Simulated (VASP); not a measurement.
# SnSe2 (R-3m) in VASP: notebook

Aim: see how the results for SnSe2 move with the level of theory and the settings. Levels: PBE+D3(BJ), PBE+D4. Tasks: relaxation of cell and atoms.

Everything below comes from runs of VASP 6.6.1. Logs are shortened: lines on timing, memory, paths and dates and some standing lists are left out, and cuts for length are marked.

## (1) The cell of the first run

The structure is trigonal, space group R-3m (No. 166). The conventional cell has a = 3.855 Å, b = 3.855 Å, c = 18.308 Å, α = 90.00°, β = 90.00°, γ = 120.00°. Within 3.6 Å of Sn (site symmetry -3m) lie 6 Se at 2.72 Å. Se (site symmetry 3m) has 3 Sn at 2.72 Å within 3.6 Å.

## (2) Relaxation of cell and atoms, PBE+D3(BJ)

The input, INCAR:

```
  PREC = Accurate
  ENCUT = 600
  EDIFF = 1E-7
  ISMEAR = -1
  SIGMA = 0.02
  LREAL = F
  LASPH = T
  NELM = 60
  ALGO = Normal
  ISIF = 3
  LWAVE = F
  LCHARG = F
  GGA = PE
  IVDW = 12
  IBRION = 2
  NSW = 80
  EDIFFG = -0.005
```

The input, KPOINTS:

```
regular mesh
0
Gamma
  8 8 8
```

The input, POSCAR:

```
SnSe2
1.0
    1.9272829300      1.1127173184      6.1025133820
   -1.9272829300      1.1127173184      6.1025133820
    0.0000000000     -2.2254346369      6.1025133820
Sn Se
1 2
Direct
    0.0000000000      0.0000000000      0.0000000000
    0.2477807862      0.2477807862      0.2477807862
    0.7522192138      0.7522192138      0.7522192138
```

Potentials or basis: VASP PAW PBE potentials, release 64 (Sn_d, Se).

Launch:

```sh
$ cat potpaw_PBE.64/Sn_d/POTCAR potpaw_PBE.64/Se/POTCAR > POTCAR
$ mpirun -np 1 vasp_std > vasp.out
```

OUTCAR:

```text
PREC = Accurate
   ENCUT = 600
   EDIFF = 1E-7
   ISMEAR = -1
   LREAL = F
   LASPH = T
   NELM = 60
   ISIF = 3
   GGA = PE
   IVDW = 12
   IBRION = 2
   NSW = 80
   EDIFFG = -0.005
 IVDW          = 12

 ion  position               nearest neighbor table
   1  0.000  0.000  0.000-   3 2.72   3 2.72   2 2.72   2 2.72   3 2.72   2 2.72
   2  0.248  0.248  0.248-   1 2.72   1 2.72   1 2.72
   3  0.752  0.752  0.752-   1 2.72   1 2.72   1 2.72

  LATTYP: Found a trigonal (rhomboedric) cell.
 ALAT       =     6.4956315244
 COS(alpha) =     0.8239329111

  Lattice vectors:

 A1 = (   1.9272829300,   1.1127173184,   6.1025133820)
 A2 = (  -1.9272829300,   1.1127173184,   6.1025133820)
 A3 = (   0.0000000000,  -2.2254346369,   6.1025133820)

Analysis of symmetry for initial positions (statically):
=====================================================================
 Subroutine PRICEL returns:
 Original cell was already a primitive cell.

 Routine SETGRP: Setting up the symmetry group for a
 trigonal (rhombohedral) supercell.

 Subroutine GETGRP returns: Found 12 space group operations
 (whereof 12 operations were pure point group operations)
 out of a pool of 12 trial point group operations.

The static configuration has the point symmetry D_3d.

Analysis of symmetry for dynamics (positions and initial velocities):
=====================================================================
 Subroutine PRICEL returns:
 Original cell was already a primitive cell.

 Routine SETGRP: Setting up the symmetry group for a
 trigonal (rhombohedral) supercell.

 Subroutine GETGRP returns: Found 12 space group operations
 (whereof 12 operations were pure point group operations)
 out of a pool of 12 trial point group operations.

The dynamic configuration has the point symmetry D_3d.

 Subroutine INISYM returns: Found 12 space group operations
 (whereof 12 operations are pure point group operations),
 and found     1 'primitive' translations

----------------------------------------------------------------------------------------

                                     Primitive cell

  volume of cell :      78.5218

  direct lattice vectors                    reciprocal lattice vectors
     1.927282930  1.112717318  6.102513382     0.259432589  0.149783475  0.054622303
    -1.927282930  1.112717318  6.102513382    -0.259432589  0.149783475  0.054622303
     0.000000000 -2.225434637  6.102513382     0.000000000 -0.299566950  0.054622303

  length of vectors
     6.495631524  6.495631524  6.495631524     0.304506081  0.304506081  0.304506081

  position of ions in fractional coordinates (direct lattice)
     0.000000000  0.000000000  0.000000000
     0.247780786  0.247780786  0.247780786
     0.752219214  0.752219214  0.752219214

  ion indices of the primitive-cell ions
   primitive index   ion index
                 1           1
                 2           2
                 3           3

----------------------------------------------------------------------------------------

 KPOINTS: regular mesh

Automatic generation of k-mesh.
 Grid dimensions read from file:
 generate k-points for:    8    8    8

 Generating k-lattice:

  Cartesian coordinates                     Fractional coordinates (reciprocal lattice)
     0.032429074  0.018722934  0.006827788     0.125000000  0.000000000  0.000000000
    -0.032429074  0.018722934  0.006827788     0.000000000  0.125000000  0.000000000
     0.000000000 -0.037445869  0.006827788     0.000000000  0.000000000  0.125000000

  Length of vectors
     0.038063260  0.038063260  0.038063260

  Shift w.r.t. Gamma in fractional coordinates (k-lattice)
     0.000000000  0.000000000  0.000000000

 Subroutine IBZKPT returns following result:
 ===========================================

 Found     65 irreducible k-points:

 Following reciprocal coordinates:
            Coordinates               Weight
  0.000000  0.000000  0.000000      1.000000
  0.125000 -0.000000 -0.000000      6.000000
  0.250000 -0.000000 -0.000000      6.000000
  0.375000 -0.000000 -0.000000      6.000000
  0.500000 -0.000000 -0.000000      3.000000
  0.125000  0.125000 -0.000000      6.000000
[... 16 lines left out ...]
  0.250000  0.125000  0.125000      6.000000
  0.375000  0.125000  0.125000      6.000000
 [... further k-points ...]
   k-points           NKPTS =     65   k-points in BZ     NKDIM =     65   number of bands    NBANDS=     17
   number of dos      NEDOS =    301   number of ions     NIONS =      3
   total plane-waves  NPLWV = 157464
   dimension x,y,z NGX =    54 NGY =   54 NGZ =   54
   dimension x,y,z NGXF=   108 NGYF=  108 NGZF=  108
   ions per type =               1   2
   NGX,Y,Z   is equivalent  to a cutoff of  13.82, 13.82, 13.82 a.u.
   NGXF,Y,Z  is equivalent  to a cutoff of  27.64, 27.64, 27.64 a.u.
 SYSTEM =  unknown system
   PREC   = accura    normal or accurate (medium, high low for compatibility)
   ISTART =      0    job   : 0-new  1-cont  2-samecut
   ICHARG =      2    charge: 1-file 2-atom 10-const
   ISPIN  =      1    spin polarized calculation?
   LNONCOLLINEAR =      F non collinear calculations
   LSORBIT =      F    spin-orbit coupling
   LASPH  =      T    aspherical Exc in radial PAW
   ENCUT  =  600.0 eV  44.10 Ry    6.64 a.u.  12.97 12.97 12.97*2*pi/ulx,y,z
   NELM   =     60;   NELMIN=  2; NELMDL= -5     # of ELM steps
   EDIFF  = 0.1E-06   stopping-criterion for ELM
   LREAL  =      F    real-space projection
   EDIFFG = -.5E-02   stopping-criterion for IOM
   NSW    =     80    number of steps for IOM
   IBRION =      2    ionic relax: 0-MD 1-quasi-New 2-CG
   NFREE  =      1    steps in history (QN), initial steepest desc. (CG)
   ISIF   =      3    stress and relaxation
   ISYM   =      2    0-nonsym 1-usesym 2-fastsym
   POTIM  = 0.5000    time-step for ionic-motion
   TEBEG  =    0.0;   TEEND  =   0.0 temperature during run
   PSTRESS=    0.0 pullay stress
   NELECT =      26.0000    total number of electrons
   NUPDOWN=      -1.0000    fix difference up-down
   EMIN   =  10.00;   EMAX   =-10.00  energy-range for DOS
   EFERMI =   0.00;   METHOD = LEGACY
   ISMEAR =    -1;   SIGMA  =   0.02  broadening in eV -4-tet -1-fermi 0-gaus
   EFERMI_NEDOS =   21; number of points for ismear=-14 and -15
   IALGO  =     38    algorithm
   IMIX   =      4    mixing-type and parameters
     AMIX     =   0.40;   BMIX     =  1.00
     AMIX_MAG =   1.60;   BMIX_MAG =  1.00
  volume/ion in A,a.u.               =      26.17       176.63
  Fermi-wavevector in a.u.,A,eV,Ry     =   1.132581  2.140267 17.452726  1.282739
  Thomas-Fermi vector in A             =   2.269282
   LORBIT       =      0    0 simple, 1 ext, 2 COOP (PROOUT), +10 PAW based schemes
   GGA     = PE    functional components
   LHFCALC =     F    Hartree Fock is set to
   AEXX    =    0.0000 exact exchange contribution
   IVDW    =    12    specifies the selected vdW correction
   LEPSILON=     F    determine dielectric tensor
   LRPA    =     F    only Hartree local field effects (RPA)
 conjugate gradient relaxation of ions
 non-spin polarized calculation
  energy-cutoff  :      600.00
  volume of cell :       78.52
 maximum number of plane-waves:      2652
 NGX is ok and might be reduce to    54
   NGX = 25   NGY = 25   NGZ = 25

--------------------------------------- Ionic step        1  -------------------------------------------

 number of electron      26.0000002 magnetization

 Free energy of the ion-electron system (eV)
  ---------------------------------------------------
  ext. energy  EPLUGINS =         0.00000000
  ---------------------------------------------------
  free energy    TOTEN  =       -11.79029039 eV

  energy without entropy =      -11.79000283  energy(sigma->0) =      -11.79014661

------------------------ aborting loop because EDIFF is reached ----------------------------------------

 Edisp (eV)   -1.06351

 E8    (eV) :    -0.4651
[... 73 lines left out ...]
--------------------------------------- Ionic step        3  -------------------------------------------

 number of electron      26.0000002 magnetization

 E-fermi :   4.1003     XC(G=0):  -9.3835

 val. band max:        4.0680166833   @ k =  -0.1250   0.1250   0.0000
 cond. band min:       4.1127022097   @ k =   0.5000   0.5000  -0.0000
 fundamental gap:      0.0446855264
 Fermi energy:         4.1003117257

 k-point     1 :       0.0000    0.0000    0.0000
  band No.  band energies     occupation
      1     -17.3038      2.00000
      2     -17.3038      2.00000
      3     -17.2726      2.00000
      4     -17.2613      2.00000
      5     -17.2613      2.00000
      6      -9.7438      2.00000
[... 457 lines left out ...]
      4     -17.2570      2.00000
      5     -17.2562      2.00000
      6      -9.1159      2.00000
[... 9 lines left out ...]
     16       9.4014      0.00000
     17       9.7591      0.00000

 [... further k-points ...]

------------------------ aborting loop because EDIFF is reached ----------------------------------------

 Edisp (eV)   -1.05517

 E8    (eV) :    -0.4616
[... 155 lines left out ...]
--------------------------------------- Ionic step        7  -------------------------------------------

 number of electron      26.0000002 magnetization

 Free energy of the ion-electron system (eV)
  ---------------------------------------------------
  ext. energy  EPLUGINS =         0.00000000
  ---------------------------------------------------
  free energy    TOTEN  =       -11.79600724 eV

  energy without entropy =      -11.79561141  energy(sigma->0) =      -11.79580932

 E-fermi :   4.1533     XC(G=0):  -9.4152

 val. band max:        4.1208378769   @ k =  -0.1250   0.1250   0.0000
 cond. band min:       4.1655898697   @ k =   0.5000   0.5000  -0.0000
 fundamental gap:      0.0447519928
 Fermi energy:         4.1532575366

 k-point     1 :       0.0000    0.0000    0.0000
  band No.  band energies     occupation
      1     -17.2390      2.00000
      2     -17.2390      2.00000
      3     -17.2053      2.00000
      4     -17.1941      2.00000
      5     -17.1941      2.00000
      6      -9.7178      2.00000
[... 457 lines left out ...]
      4     -17.1893      2.00000
      5     -17.1892      2.00000
      6      -9.0805      2.00000
[... 9 lines left out ...]
     16       9.5081      0.00000
     17       9.8453      0.00000

 [... further k-points ...]

------------------------ aborting loop because EDIFF is reached ----------------------------------------

 Edisp (eV)   -1.06261

 E8    (eV) :    -0.4648
[... 26 lines left out ...]
  FREE ENERGIE OF THE ION-ELECTRON SYSTEM (eV)
  ---------------------------------------------------
  free  energy   TOTEN  =       -12.8586155045 eV

  energy  without entropy=      -12.8582196730  energy(sigma->0) =      -12.85841759

 reached required accuracy - stopping structural energy minimisation
```

Wall time 38 min (1 thread of AMD EPYC 7R13, shared host); peak memory 0.45 GiB.

What came out:

```
Free energy                            : -12.8586 eV
Relaxed volume                         : 26.20 Å³/atom
Relaxed cell                           : a = 6.553 Å, b = 6.553 Å, c = 6.553 Å, α = 34.04°, β = 34.04°, γ = 34.04°
Space group after relaxing (to 0.05 Å) : R-3m (No. 166)
Energy gained by relaxing              : 1.6 meV/atom
Ionic steps                            : 7
Pressure after relaxing                : 0.0 GPa
Band gap on the k mesh                 : 0.04 eV, indirect (least direct gap 0.31 eV)
Dispersion energy per atom             : -0.354 eV
```

Forces in eV/Å, atoms in the order of the input:
```
Sn   0.000  0.000  0.000
Se   0.000  0.000  0.003
Se   0.000  0.000 -0.003
```

Step by step:
```tsv
step	energy change (eV)	largest force (eV/Å)	pressure (GPa)	volume (Å³)
1	0.0000	0.1740	0.38	78.52
2	-0.0035	0.0252	-0.47	79.23
3	-0.0036	0.0005	-0.36	79.14
4	-0.0048	0.0060	-0.05	78.66
5	-0.0048	0.0070	0.00	78.60
6	-0.0048	0.0069	-0.01	78.61
7	-0.0048	0.0029	0.01	78.61
```

Final structure:
```yaml
crystal:
  lattice:
    - [1.91816, 1.10745, 6.16729]
    - [-1.91816, 1.10745, 6.16729]
    - [0.00000, -2.21490, 6.16729]
  atoms:
    - { symbol: Sn, position: [0.00000, 0.00000, 0.00000] }
    - { symbol: Se, position: [0.24727, 0.24727, 0.24727] }
    - { symbol: Se, position: [0.75273, 0.75273, 0.75273] }
```

Caveat: spin-orbit coupling is left out, which moves the levels of the heavy elements. A k mesh can miss the band edges.

## (3) Relaxation of cell and atoms, PBE+D4

The input, INCAR:

```
PREC = Accurate
ENCUT = 600
EDIFF = 1E-6
ISMEAR = -1
SIGMA = 0.02
LREAL = F
LASPH = T
NELM = 100
ALGO = Normal
ISIF = 3
LWAVE = F
LCHARG = F
GGA = PE
IVDW = 13
IBRION = 2
NSW = 80
EDIFFG = -0.005
```

KPOINTS is that of step 2.

The input, POSCAR:

```
SnSe2
1.0
    1.9173266257      1.1069690435      6.1777082578
   -1.9173266257      1.1069690435      6.1777082578
    0.0000000000     -2.2139380870      6.1777082578
Sn Se
1 2
Direct
    0.0000000000      0.0000000000      0.0000000000
    0.2474802654      0.2474802654      0.2474802654
    0.7525197346      0.7525197346      0.7525197346
```

Potentials or basis: VASP PAW PBE potentials, release 64 (Sn_d, Se).

Launch:

```sh
$ cat potpaw_PBE.64/Sn_d/POTCAR potpaw_PBE.64/Se/POTCAR > POTCAR
$ mpirun -np 1 vasp_std > vasp.out
```

Wall time 15 min (1 thread of AMD EPYC 7R13, shared host); peak memory 0.44 GiB.

Results (log left out):

```yaml
Free_energy: -12.9646 eV
Relaxed_volume: 26.21 Å³/atom
Relaxed_cell: a = 6.566 Å, b = 6.566 Å, c = 6.566 Å, α = 33.94°, β = 33.94°, γ = 33.94°
Space_group_after_relaxing_to_0.05_Å: R-3m (No. 166)
Energy_gained_by_relaxing: 0.0 meV/atom
Ionic_steps: 5
Pressure_after_relaxing: 0.0 GPa
Band_gap_on_the_k_mesh: 0.06 eV, indirect (least direct gap 0.32 eV)
Dispersion_energy_per_atom: -0.389 eV
```

Final structure:
```cif
data_structure
_symmetry_space_group_name_H-M 'P 1'
_symmetry_Int_Tables_number 1
_cell_length_a 6.5658
_cell_length_b 6.5658
_cell_length_c 6.5658
_cell_angle_alpha 33.937
_cell_angle_beta 33.937
_cell_angle_gamma 33.937
_cell_volume 78.63
loop_
_atom_site_label
_atom_site_type_symbol
_atom_site_fract_x
_atom_site_fract_y
_atom_site_fract_z
_atom_site_occupancy
Sn1 Sn 0.00000 0.00000 0.00000 1
Se1 Se 0.24741 0.24741 0.24741 1
Se2 Se 0.75259 0.75259 0.75259 1
```

Levels at points of the mesh, in eV from the valence-band top:
```csv
k point,band 9,band 10,band 11,band 12,band 13,band 14,band 15,band 16,band 17
"(0.00, 0.00, 0.00)",-0.61,-0.61,-0.42,-0.42,-0.24,0.79,2.94,4.33,4.33
"(0.50, 0.00, 0.00)",-4.47,-2.81,-2.33,-1.70,-0.82,1.06,3.75,5.95,6.10
"(0.50, 0.50, 0.00)",-4.84,-2.54,-2.26,-0.36,-0.26,0.06,3.50,4.87,5.09
"(0.50, 0.50, 0.50)",-2.27,-0.80,-0.80,-0.23,-0.23,2.41,2.93,4.44,4.44
```

Caveat: spin-orbit coupling is left out, which moves the levels of the heavy elements. A k mesh can miss the band edges.
